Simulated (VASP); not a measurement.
Wanted: the native input for a VASP 6.6.1 run.

- Task: single point
- Functional: PBEsol
- Potentials or basis: VASP PAW PBE potentials, release 64 (Li_sv, Se)
- Cutoff: 750 eV
- k mesh: 8 × 8 × 8
- Occupations: gaussian, width 0.02 eV
- Spin: no spin polarisation
- Dipole correction: no
- Further INCAR settings: ALGO = Normal; EDIFF = 1e-06; NBANDS = 13

The structure of Li2Se lies in POSCAR:

```
Li2Se
1.0
    0.0000000000      3.0317743750      3.0317743750
    3.0317743750      0.0000000000      3.0317743750
    3.0317743750      3.0317743750      0.0000000000
Li Se
2 1
Direct
    0.2500000000      0.2500000000      0.2500000000
    0.7500000000      0.7500000000      0.7500000000
    0.0000000000      0.0000000000      0.0000000000
```

This cell differs from its parent crystal: strained.

These files were run (other wordings do the same):

INCAR

```
SYSTEM = Li2Se
ALGO = Normal
EDIFF = 1E-6
ENCUT = 750
GGA = PS
GGA_COMPAT = .FALSE.
ISIF = 2
ISMEAR = 0
LASPH = .TRUE.
LCHARG = .TRUE.
LELF = .TRUE.
LREAL = .FALSE.
LVHAR = .TRUE.
LWAVE = .FALSE.
NBANDS = 13
NELM = 120
PREC = Accurate
SIGMA = 0.02
```

KPOINTS

```
k-points
0
G
  8 8 8
  0 0 0
```

Potentials or basis: VASP PAW PBE potentials, release 64 (Li_sv, Se).

The run is started by

```console
$ cat potpaw_PBE.64/Li_sv/POTCAR potpaw_PBE.64/Se/POTCAR > POTCAR
$ mpirun -np 1 vasp_std > vasp.out
```

It gave:

```
Pressure               : -1.9 GPa
Band gap on the k mesh : 2.86 eV (least direct gap 3.12 eV)
```

Caveat: the cell differs from its parent crystal (strained); the PAW data sets were made with another functional, which shifts forces and pressure a little.

It took 59 s on 1 thread of Intel Xeon 8259CL (shared host), peak memory 0.25 GiB.
